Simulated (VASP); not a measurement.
Input of a VASP 6.6.1 run:

INCAR

```
SYSTEM = TiAl
PREC = Accurate ; ENCUT = 500
EDIFF = 1E-6 ; ISMEAR = 0
SIGMA = 0.15 ; LREAL = .False.
LASPH = .True. ; NELM = 120
ALGO = Normal ; ISIF = 2
LWAVE = .False. ; LCHARG = .True.
GGA = PS ; LELF = .True.
LVHAR = .True. ; NBANDS = 14
GGA_COMPAT = .False.
```

File KPOINTS:

```
Automatic mesh
0
Gamma
  16 16 16
  0 0 0
```

File POSCAR:

```
TiAl
1.0
    3.1719064730      0.0000000000      0.0000000000
    0.0000000000      3.1719064730      0.0000000000
    0.0000000000      0.0000000000      2.9587543580
Ti Al
1 1
Direct
    0.0000000000      0.0000000000      0.0000000000
    0.5000000000      0.5000000000      0.5000000000
```

Potentials or basis: VASP PAW PBE potentials, release 64 (Ti_sv, Al).

Launch:

```sh
$ cat potpaw_PBE.64/Ti_sv/POTCAR potpaw_PBE.64/Al/POTCAR > POTCAR
$ mpirun -np 1 vasp_std > vasp.out
```

Problem. Estimate the band gap on the k mesh.

Solution. Zero (an odd number of electrons rules out a gap without spin polarisation).

Problem. Predict the pressure.

Solution. 7.5 GPa.

Stress tensor (GPa, compression positive):
```
7.87 0.00 0.00
0.00 7.87 0.00
0.00 0.00 6.70
```

Caveat: the cell stands under pressure; the PAW data sets were made with another functional, which shifts forces and pressure a little.
